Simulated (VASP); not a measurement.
Wanted: the native input for a VASP 6.6.1 run.

| Item | Value |
| --- | --- |
| Task | single point |
| Functional | PBE0 |
| Potentials or basis | VASP PAW PBE potentials, release 64 (Si, C) |
| Cutoff | 520 eV |
| k mesh | 6 × 6 × 3 |
| Occupations | fermi-dirac, width 0.05 eV |
| Spin | no spin polarisation |
| Dipole correction | no |
| Grid for exact exchange (PRECFOCK) | Normal |
| Further INCAR settings | ALGO = Normal; EDIFF = 1e-06; NBANDS = 16 |
| Share of exact exchange | 0.25 |

SiC:

```
Si C
1.0
     3.07600    0.00000    0.00000
    -1.53800    2.66389    0.00000
     0.00000    0.00000    5.04800
Si C
2 2
Direct
  0.66667 0.33333 0.50000
  0.33333 0.66667 0.00000
  0.66667 0.33333 0.88500
  0.33333 0.66667 0.38500
```

One way to write it, as run:

POSCAR

```
SiC
1.0
    3.0760000000      0.0000000000      0.0000000000
   -1.5380000000      2.6638941420      0.0000000000
    0.0000000000      0.0000000000      5.0480000000
Si C
2 2
Direct
    0.6666666667      0.3333333333      0.5000000000
    0.3333333333      0.6666666667      0.0000000000
    0.6666666667      0.3333333333      0.8850000000
    0.3333333333      0.6666666667      0.3850000000
```

INCAR.step1

```
PREC     = Accurate       # precision mode
ENCUT    = 520            # plane-wave cutoff, eV
EDIFF    = 1E-5           # SCF threshold, eV
ISMEAR   = -1             # smearing method
SIGMA    = 0.05           # smearing width, eV
LREAL    = False          # projectors in reciprocal space
LASPH    = True           # aspherical terms in the spheres
NELM     = 80             # most SCF steps
ALGO     = Normal         # electronic algorithm
ISIF     = 2              # what is computed and relaxed
LWAVE    = True           # write WAVECAR
LCHARG   = False          # write CHGCAR
NBANDS   = 16             # bands
GGA      = PE             # functional
```

INCAR.step2

```
PREC     = Accurate       # precision mode
ENCUT    = 520            # plane-wave cutoff, eV
EDIFF    = 1E-6           # SCF threshold, eV
ISMEAR   = -1             # smearing method
SIGMA    = 0.05           # smearing width, eV
LREAL    = False          # projectors in reciprocal space
LASPH    = True           # aspherical terms in the spheres
NELM     = 80             # most SCF steps
ALGO     = Normal         # electronic algorithm
ISIF     = 2              # what is computed and relaxed
LWAVE    = False          # write WAVECAR
LCHARG   = False          # write CHGCAR
GGA      = PE             # functional
LHFCALC  = True           # exact exchange
AEXX     = 0.25           # exact-exchange fraction
PRECFOCK = Normal       
NBANDS   = 16             # bands
ISTART   = 1
```

KPOINTS

```
regular mesh
0
Gamma
  6 6 3
```

Potentials or basis: VASP PAW PBE potentials, release 64 (Si, C).

Command:

```console
$ cat potpaw_PBE.64/Si/POTCAR potpaw_PBE.64/C/POTCAR > POTCAR
$ cp INCAR.step1 INCAR
$ mpirun -np 1 vasp_std > vasp.out
$ cp INCAR.step2 INCAR
$ mpirun -np 1 vasp_std > vasp.out
```

It gave:

```yaml
Pressure: -1.6 GPa
Largest_force: 0.772 eV/Å
Band_gap_on_the_k_mesh: 3.93 eV (least direct gap 5.94 eV)
```

Caveat: the PAW data sets were made with another functional, which shifts forces and pressure a little; an odd mesh through Γ misses points on the zone boundary, where band edges can lie.

It took 8.9 min on 1 thread of Intel(R) Xeon(R) Platinum 8559C (Emerald Rapids), on a shared host, peak memory 0.16 GiB.
